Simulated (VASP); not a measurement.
A run of VASP 6.6.1 is set up as follows.

File INCAR:

```
PREC = Accurate
ENCUT = 520
EDIFF = 1E-8
ISMEAR = -1
SIGMA = 0.05
LREAL = False
LASPH = True
NELM = 80
ALGO = Normal
ISIF = 2
LWAVE = False
LCHARG = False
GGA = PE
LEFG = True
NBANDS = 12
```

File KPOINTS:

```
regular mesh
0
Gamma
  12 12 12
```

POSCAR

```
Li
1.0
    1.5039839967      0.8683255653      7.5883000000
   -1.5039839967      0.8683255653      7.5883000000
    0.0000000000     -1.7366511308      7.5883000000
Li
3
Direct
    0.0000000000      0.0000000000      0.0000000000
    0.2220000000      0.2220000000      0.2220000000
    0.7780000000      0.7780000000      0.7780000000
```

Potentials or basis: VASP PAW PBE potentials, release 64 (Li_sv).

Launch:

```bash
$ cat potpaw_PBE.64/Li_sv/POTCAR > POTCAR
$ mpirun -np 1 vasp_std > vasp.out
```

(1) What does it give for the largest force?

(2) What does it give for the band gap on the k mesh?

Results:

(1) 0.010 eV/Å.

(2) zero (an odd number of electrons rules out a gap without spin polarisation).

Caveat: the cell differs from its parent crystal (equal xx and yy strain of -3 %); without QUAD_EFG the Cq values of the log hold for a quadrupole moment of 1 mb, not for the nuclei.
